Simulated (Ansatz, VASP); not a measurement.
One calculation of Si6N, two programs

```
CELL_PARAMETERS angstrom
6.08552 0.00000 0.00000
0.00000 6.08552 0.00000
0.00000 0.00000 6.08552
ATOMIC_POSITIONS crystal
Si 0.00000 0.00000 0.28599
Si 0.00000 0.00000 0.71401
Si 0.28599 0.00000 0.00000
Si 0.71401 0.00000 0.00000
Si 0.00000 0.28599 0.00000
Si 0.00000 0.71401 0.00000
N 0.50000 0.50000 0.50000
```

Change from the starting cell: species swapped into the CaB6 type (Pm-3m, No. 221).

Alike in both runs: functional PBE; k mesh 6 × 6 × 6; occupations gaussian, width 0.1 eV; collinear spin.

Ansatz relaxed the structure, and its values are those at the end. VASP's run is a single point on that final structure, the one shown.

```csv
,VASP,Ansatz
version,VASP 6.6.1,Ansatz 0.2.0
potentials or method,"VASP PAW PBE potentials, release 64 (Si, N), cutoff 520 eV","scalar-relativistic, plane waves, PAW"
valence electrons in the cell,29,29
```

|  | VASP | Ansatz | Ansatz less VASP |
| --- | --- | --- | --- |
| gap on the k mesh at the Fermi level (eV) | none | none | - |
| pressure (GPa) | 0.0 | 0.0 | +0.04 |
| rms of the force components (eV/Å) | 0.006 | 0.000 | -0.0056 |
| net moment per atom (μB) | 0.34 | 0.34 | 0.000 |
| size of the moment on the site where the two differ most (μB) | 1.77 | 2.72 | +0.948 |

Site moments also hang on the region over which each program counts them. A gap of «none» marks a metal or a gap that the smearing closes.
